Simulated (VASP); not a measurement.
Here is a VASP 6.6.1 calculation.

The input INCAR:

```
PREC = Accurate
ENCUT = 520
EDIFF = 1E-6
ISMEAR = -1
SIGMA = 0.1
LREAL = False
LASPH = True
NELM = 80
ALGO = Normal
ISIF = 2
LWAVE = False
LCHARG = False
GGA = PS
NBANDS = 28
```

File KPOINTS:

```
Automatic mesh
0
Gamma
  9 9 14
```

POSCAR

```
Mo
1.0
    4.4937886020      0.0000000000      0.0000000000
   -2.2468943010      3.8917350885      0.0000000000
    0.0000000000      0.0000000000      2.4663401230
Mo
3
Direct
    0.0000000000      0.0000000000      0.0000000000
    0.3333333333      0.6666666667      0.5000000000
    0.6666666667      0.3333333333      0.5000000000
```

Potentials or basis: VASP PAW PBE potentials, release 64 (Mo_sv).

Run with:

```console
$ cat potpaw_PBE.64/Mo_sv/POTCAR > POTCAR
$ mpirun -np 1 vasp_std > vasp.out
```

Task: Predict the band gap on the k mesh.

Result: Zero (bands 21 and 22 overlap by 1.63 eV).

Task: What does it give for the pressure?

Result: 26.3 GPa.

Stress tensor (GPa, compression positive):
```
25.47  0.00  0.00
 0.00 25.47  0.00
 0.00  0.00 28.00
```

Caveat: the cell stands under pressure; the PAW data sets were made with another functional, which shifts forces and pressure a little.
